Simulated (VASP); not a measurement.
# MgO (Fm-3m) in VASP: notebook

MgO is run at these levels: r2SCAN+D3(BJ); tasks: single point.

All numbers are computed with VASP 6.6.1; they aren't measurements. Logs are shortened: lines on timing, memory, paths and dates and some standing lists are left out, and cuts for length are marked.

**What was measured.**

“Electronic structure of alkaline earth and post-transition metal oxides”, 2009, arxiv:0908.1581 quotes, for a bulk crystal of MgO: band gap 7.83 eV.

The results are compared with them further down.

**1. The cell of the first run**

Symmetry: Fm-3m, No. 225, cubic system. The conventional cell has a = 4.163 Å, b = 4.163 Å, c = 4.163 Å, α = 90.00°, β = 90.00°, γ = 90.00°. Within 2.8 Å of Mg (site symmetry m-3m) lie 6 O at 2.08 Å. O (site symmetry m-3m) has 6 Mg at 2.08 Å within 2.8 Å.

**2. Single point, r2SCAN+D3(BJ) (volume scaled by 0.98)**

File POSCAR:

```
MgO
1.0
    0.0000000000      2.0816342516      2.0816342516
    2.0816342516      0.0000000000      2.0816342516
    2.0816342516      2.0816342516      0.0000000000
Mg O
1 1
Direct
    0.0000000000      0.0000000000      0.0000000000
    0.5000000000      0.5000000000      0.5000000000
```

File INCAR.step1:

```
PREC = Accurate
ENCUT = 520
ISMEAR = 0
SIGMA = 0.05
LREAL = F
LASPH = T
NELM = 100
NBANDS = 11
GGA = PE
ALGO = Normal
EDIFF = 1E-4
LWAVE = T
LCHARG = F
```

File INCAR.step2:

```
PREC = Accurate
ENCUT = 520
EDIFF = 1E-6
ISMEAR = 0
SIGMA = 0.05
LREAL = F
LASPH = T
NELM = 100
ALGO = Normal
ISIF = 2
LWAVE = F
LCHARG = F
METAGGA = R2SCAN
LMIXTAU = T
IVDW = 12
VDW_S6 = 1.0
VDW_S8 = 0.78981345
VDW_A1 = 0.49484001
VDW_A2 = 5.73083694
NBANDS = 11
ISTART = 1
```

File KPOINTS:

```
regular mesh
0
Gamma
  10 10 10
```

Potentials or basis: VASP PAW PBE potentials, release 64 (Mg, O).

Launch:

```bash
cat potpaw_PBE.64/Mg/POTCAR potpaw_PBE.64/O/POTCAR > POTCAR
cp INCAR.step1 INCAR
mpirun -np 1 vasp_std > vasp.out
cp INCAR.step2 INCAR
mpirun -np 1 vasp_std > vasp.out
```

OUTCAR:

```text
PREC = Accurate
   ENCUT = 520
   EDIFF = 1E-6
   ISMEAR = 0
   LREAL = F
   LASPH = T
   NELM = 100
   ISIF = 2
   METAGGA = R2SCAN
   IVDW = 12
   ISTART = 1
 IVDW          = 12

 ion  position               nearest neighbor table
   1  0.000  0.000  0.000-   2 2.08   2 2.08   2 2.08   2 2.08   2 2.08   2 2.08
   2  0.500  0.500  0.500-   1 2.08   1 2.08   1 2.08   1 2.08   1 2.08   1 2.08

  LATTYP: Found a face centered cubic cell.
 ALAT       =     4.1632685032

  Lattice vectors:

 A1 = (   0.0000000000,   2.0816342516,   2.0816342516)
 A2 = (   2.0816342516,   0.0000000000,   2.0816342516)
 A3 = (   2.0816342516,   2.0816342516,   0.0000000000)

Analysis of symmetry for initial positions (statically):
=====================================================================
 Subroutine PRICEL returns:
 Original cell was already a primitive cell.

 Routine SETGRP: Setting up the symmetry group for a
 face centered cubic supercell.

 Subroutine GETGRP returns: Found 48 space group operations
 (whereof 48 operations were pure point group operations)
 out of a pool of 48 trial point group operations.

The static configuration has the point symmetry O_h .

Analysis of symmetry for dynamics (positions and initial velocities):
=====================================================================
 Subroutine PRICEL returns:
 Original cell was already a primitive cell.

 Routine SETGRP: Setting up the symmetry group for a
 face centered cubic supercell.

 Subroutine GETGRP returns: Found 48 space group operations
 (whereof 48 operations were pure point group operations)
 out of a pool of 48 trial point group operations.

The dynamic configuration has the point symmetry O_h .

 Subroutine INISYM returns: Found 48 space group operations
 (whereof 48 operations are pure point group operations),
 and found     1 'primitive' translations

----------------------------------------------------------------------------------------

                                     Primitive cell

  volume of cell :      18.0403

  direct lattice vectors                    reciprocal lattice vectors
     0.000000000  2.081634252  2.081634252    -0.240195894  0.240195894  0.240195894
     2.081634252  0.000000000  2.081634252     0.240195894 -0.240195894  0.240195894
     2.081634252  2.081634252  0.000000000     0.240195894  0.240195894 -0.240195894

  length of vectors
     2.943875391  2.943875391  2.943875391     0.416031492  0.416031492  0.416031492

  position of ions in fractional coordinates (direct lattice)
     0.000000000  0.000000000  0.000000000
     0.500000000  0.500000000  0.500000000

  ion indices of the primitive-cell ions
   primitive index   ion index
                 1           1
                 2           2

----------------------------------------------------------------------------------------

 KPOINTS: regular mesh

Automatic generation of k-mesh.
 Grid dimensions read from file:
 generate k-points for:   10   10   10

 Generating k-lattice:

  Cartesian coordinates                     Fractional coordinates (reciprocal lattice)
    -0.024019589  0.024019589  0.024019589     0.100000000  0.000000000  0.000000000
     0.024019589 -0.024019589  0.024019589     0.000000000  0.100000000  0.000000000
     0.024019589  0.024019589 -0.024019589     0.000000000  0.000000000  0.100000000

  Length of vectors
     0.041603149  0.041603149  0.041603149

  Shift w.r.t. Gamma in fractional coordinates (k-lattice)
     0.000000000  0.000000000  0.000000000

 Subroutine IBZKPT returns following result:
 ===========================================

 Found     47 irreducible k-points:

 Following reciprocal coordinates:
            Coordinates               Weight
  0.000000  0.000000  0.000000      1.000000
  0.100000  0.000000  0.000000      8.000000
  0.200000  0.000000  0.000000      8.000000
  0.300000  0.000000  0.000000      8.000000
  0.400000  0.000000  0.000000      8.000000
  0.500000  0.000000  0.000000      4.000000
[... 16 lines left out ...]
  0.300000  0.300000  0.000000      6.000000
  0.400000  0.300000  0.000000     24.000000
 [... further k-points ...]
   k-points           NKPTS =     47   k-points in BZ     NKDIM =     47   number of bands    NBANDS=     11
   number of dos      NEDOS =    301   number of ions     NIONS =      2
   total plane-waves  NPLWV =  13824
   dimension x,y,z NGX =    24 NGY =   24 NGZ =   24
   dimension x,y,z NGXF=    48 NGYF=   48 NGZF=   48
   ions per type =               1   1
   NGX,Y,Z   is equivalent  to a cutoff of  13.55, 13.55, 13.55 a.u.
   NGXF,Y,Z  is equivalent  to a cutoff of  27.11, 27.11, 27.11 a.u.
 SYSTEM =  unknown system
   PREC   = accura    normal or accurate (medium, high low for compatibility)
   ISTART =      1    job   : 0-new  1-cont  2-samecut
   ICHARG =      0    charge: 1-file 2-atom 10-const
   ISPIN  =      1    spin polarized calculation?
   LNONCOLLINEAR =      F non collinear calculations
   LSORBIT =      F    spin-orbit coupling
   LASPH  =      T    aspherical Exc in radial PAW
   ENCUT  =  520.0 eV  38.22 Ry    6.18 a.u.   5.47  5.47  5.47*2*pi/ulx,y,z
   NELM   =    100;   NELMIN=  2; NELMDL=  0     # of ELM steps
   EDIFF  = 0.1E-05   stopping-criterion for ELM
   LREAL  =      F    real-space projection
   EDIFFG = 0.1E-04   stopping-criterion for IOM
   NSW    =      0    number of steps for IOM
   IBRION =     -1    ionic relax: 0-MD 1-quasi-New 2-CG
   NFREE  =      0    steps in history (QN), initial steepest desc. (CG)
   ISIF   =      2    stress and relaxation
   ISYM   =      2    0-nonsym 1-usesym 2-fastsym
   POTIM  = 0.5000    time-step for ionic-motion
   TEBEG  =    0.0;   TEEND  =   0.0 temperature during run
   PSTRESS=    0.0 pullay stress
   NELECT =       8.0000    total number of electrons
   NUPDOWN=      -1.0000    fix difference up-down
   EMIN   =  10.00;   EMAX   =-10.00  energy-range for DOS
   EFERMI =   0.00;   METHOD = LEGACY
   ISMEAR =     0;   SIGMA  =   0.05  broadening in eV -4-tet -1-fermi 0-gaus
   EFERMI_NEDOS =   21; number of points for ismear=-14 and -15
   IALGO  =     38    algorithm
   IMIX   =      4    mixing-type and parameters
     AMIX     =   0.40;   BMIX     =  1.00
     AMIX_MAG =   1.60;   BMIX_MAG =  1.00
  volume/ion in A,a.u.               =       9.02        60.87
  Fermi-wavevector in a.u.,A,eV,Ry     =   1.248410  2.359152 21.205038  1.558526
  Thomas-Fermi vector in A             =   2.382497
   LORBIT       =      0    0 simple, 1 ext, 2 COOP (PROOUT), +10 PAW based schemes
   METAGGA = R2SCAN    functional components
   LHFCALC =     F    Hartree Fock is set to
   AEXX    =    0.0000 exact exchange contribution
   IVDW    =    12    specifies the selected vdW correction
   LEPSILON=     F    determine dielectric tensor
   LRPA    =     F    only Hartree local field effects (RPA)
 non-spin polarized calculation
 Gauss-broadening in eV      SIGMA  =   0.05
  energy-cutoff  :      520.00
  volume of cell :       18.04
 maximum number of plane-waves:       531
 NGX is ok and might be reduce to    24
   NGX = 11   NGY = 11   NGZ = 11

 number of electron       8.0000001 magnetization

 Free energy of the ion-electron system (eV)
  ---------------------------------------------------
  ext. energy  EPLUGINS =         0.00000000
  ---------------------------------------------------
  free energy    TOTEN  =       -16.15559554 eV

  energy without entropy =      -16.15559554  energy(sigma->0) =      -16.15559554

 E-fermi :   3.2956     XC(G=0): -11.7761

 val. band max:        3.0374442517   @ k =   0.0000   0.0000   0.0000
 cond. band min:       9.0029737471   @ k =   0.0000   0.0000   0.0000
 fundamental gap:      5.9655294954
 Fermi energy:         3.2956134820

 k-point     1 :       0.0000    0.0000    0.0000
  band No.  band energies     occupation
      1     -15.3456      2.00000
      2       3.0374      2.00000
      3       3.0374      2.00000
      4       3.0374      2.00000
      5       9.0030      0.00000
      6      20.0767      0.00000
      7      20.0767      0.00000
      8      20.0767      0.00000
      9      24.3237      0.00000
     10      26.1295      0.00000
     11      26.1295      0.00000

 k-point     2 :       0.1000    0.0000    0.0000
  band No.  band energies     occupation
      1     -15.2348      2.00000
      2       2.3993      2.00000
      3       2.9637      2.00000
      4       2.9637      2.00000
      5       9.6168      0.00000
      6      18.8254      0.00000
      7      20.3427      0.00000
      8      20.3427      0.00000
      9      25.4588      0.00000
     10      25.4588      0.00000
     11      26.0791      0.00000

 k-point     3 :       0.2000    0.0000    0.0000
  band No.  band energies     occupation
      1     -14.9313      2.00000
      2       1.0475      2.00000
      3       2.7770      2.00000
      4       2.7770      2.00000
      5      10.8262      0.00000
      6      17.3272      0.00000
      7      20.9037      0.00000
      8      20.9037      0.00000
      9      24.7772      0.00000
     10      24.7772      0.00000
     11      27.3480      0.00000
[... 267 lines left out ...]
 k-point    23 :       0.3000    0.3000    0.0000
  band No.  band energies     occupation
      1     -14.3154      2.00000
      2      -0.2042      2.00000
      3       2.0469      2.00000
      4       2.0469      2.00000
      5      13.2665      0.00000
      6      14.4916      0.00000
      7      19.0559      0.00000
      8      22.6757      0.00000
      9      22.6757      0.00000
     10      28.9352      0.00000
     11      32.7615      0.00000

 k-point    24 :       0.4000    0.3000    0.0000
  band No.  band energies     occupation
      1     -14.0596      2.00000
      2      -0.6585      2.00000
      3       1.6672      2.00000
      4       1.8897      2.00000
      5      13.9175      0.00000
      6      14.3643      0.00000
      7      18.2024      0.00000
      8      22.9895      0.00000
      9      23.2204      0.00000
     10      29.7731      0.00000
     11      32.2557      0.00000

 [... further k-points ...]

------------------------ aborting loop because EDIFF is reached ----------------------------------------

 Edisp (eV)   -0.28814

 E8    (eV) :    -0.0875

  FORCE on cell =-STRESS in cart. coord.  units (eV):
  Direction    XX          YY          ZZ          XY          YZ          ZX
  --------------------------------------------------------------------------------------
  -------------------------------------------------------------------------------------
  Total       0.16462     0.16462     0.16462     0.00000    -0.00000    -0.00000
  in kB      14.62033    14.62033    14.62033     0.00000    -0.00000    -0.00000
  external pressure =       14.62 kB  Pullay stress =        0.00 kB

 VOLUME and BASIS-vectors are now :
 -----------------------------------------------------------------------------
  energy-cutoff  :      520.00
  volume of cell :       18.04
      direct lattice vectors                 reciprocal lattice vectors
     0.000000000  2.081634252  2.081634252    -0.240195894  0.240195894  0.240195894
     2.081634252  0.000000000  2.081634252     0.240195894 -0.240195894  0.240195894
     2.081634252  2.081634252  0.000000000     0.240195894  0.240195894 -0.240195894

 POSITION                                       TOTAL-FORCE (eV/Angst)
 -----------------------------------------------------------------------------------
      0.00000      0.00000      0.00000         0.000000      0.000000      0.000000
      2.08163      2.08163      2.08163         0.000000      0.000000      0.000000
 -----------------------------------------------------------------------------------
    total drift:                               -0.000000     -0.000000      0.000000

  FREE ENERGIE OF THE ION-ELECTRON SYSTEM (eV)
  ---------------------------------------------------
  free  energy   TOTEN  =       -16.4437386077 eV

  energy  without entropy=      -16.4437386077  energy(sigma->0) =      -16.44373861
```

Wall time 53 s (1 thread of Intel Xeon 8259CL, shared host); peak memory 0.16 GiB.

What came out:

* Free energy: -16.4437 eV
* Pressure: 1.5 GPa
* Band gap on the k mesh: 5.97 eV, direct
* Dispersion energy per atom: -0.144 eV

Levels at points of the mesh, in eV from the valence-band top:
```tsv
k point	band 1	band 2	band 3	band 4	band 5	band 6	band 7	band 8
(0.00, 0.00, 0.00)	-18.38	0.00	0.00	0.00	5.97	17.04	17.04	17.04
(0.50, 0.00, 0.00)	-17.05	-4.77	-0.71	-0.71	9.03	14.23	17.79	17.79
(0.50, 0.50, 0.00)	-16.78	-4.25	-1.42	-1.42	10.08	11.46	14.69	20.93
```

Caveat: three body term missing; the PAW data sets were made with another functional, which shifts forces and pressure a little.

**3. Single point, r2SCAN+D3(BJ) (volume scaled by 0.96)**

File POSCAR:

```
MgO
1.0
    0.0000000000      2.0673760353      2.0673760353
    2.0673760353      0.0000000000      2.0673760353
    2.0673760353      2.0673760353      0.0000000000
Mg O
1 1
Direct
    0.0000000000      0.0000000000      0.0000000000
    0.5000000000      0.5000000000      0.5000000000
```

File INCAR.step1:

```
SYSTEM = MgO
PREC = Accurate ; ENCUT = 520
ISMEAR = 0 ; SIGMA = 0.05
LREAL = .FALSE. ; LASPH = .TRUE.
NELM = 60 ; NBANDS = 11
GGA = PE ; ALGO = Normal
EDIFF = 1E-4 ; LWAVE = .TRUE.
LCHARG = .FALSE.
```

File INCAR.step2:

```
SYSTEM = MgO
PREC = Accurate ; ENCUT = 520
EDIFF = 1E-6 ; ISMEAR = 0
SIGMA = 0.05 ; LREAL = .FALSE.
LASPH = .TRUE. ; NELM = 60
ALGO = Normal ; ISIF = 2
LWAVE = .FALSE. ; LCHARG = .FALSE.
METAGGA = R2SCAN ; LMIXTAU = .TRUE.
IVDW = 12 ; VDW_S6 = 1.0
VDW_S8 = 0.78981345 ; VDW_A1 = 0.49484001
VDW_A2 = 5.73083694 ; NBANDS = 11
ISTART = 1
```

File KPOINTS:

```
regular mesh
0
G
  10 10 10
  0 0 0
```

Potentials or basis: VASP PAW PBE potentials, release 64 (Mg, O).

Launch:

```bash
cat potpaw_PBE.64/Mg/POTCAR potpaw_PBE.64/O/POTCAR > POTCAR
cp INCAR.step1 INCAR
mpirun -np 1 vasp_std > vasp.out
cp INCAR.step2 INCAR
mpirun -np 1 vasp_std > vasp.out
```

Run time: 62 s. Hardware: 1 thread of Intel Xeon 8259CL, shared host; peak memory 0.16 GiB.

The run converged. Its results:

```yaml
Free_energy: -16.4354 eV
Pressure: 5.4 GPa
Band_gap_on_the_k_mesh: 6.19 eV, direct
Dispersion_energy_per_atom: -0.147 eV
```

Levels at points of the mesh, in eV from the valence-band top:
```tsv
k point	band 1	band 2	band 3	band 4	band 5	band 6	band 7	band 8
(0.00, 0.00, 0.00)	-18.49	0.00	0.00	0.00	6.19	17.16	17.16	17.16
(0.50, 0.00, 0.00)	-17.10	-4.86	-0.74	-0.74	9.18	14.48	18.02	18.02
(0.50, 0.50, 0.00)	-16.83	-4.34	-1.45	-1.45	10.10	11.70	14.92	21.27
```

Caveat: three body term missing; the PAW data sets were made with another functional, which shifts forces and pressure a little.

[end of part 1 of 3]
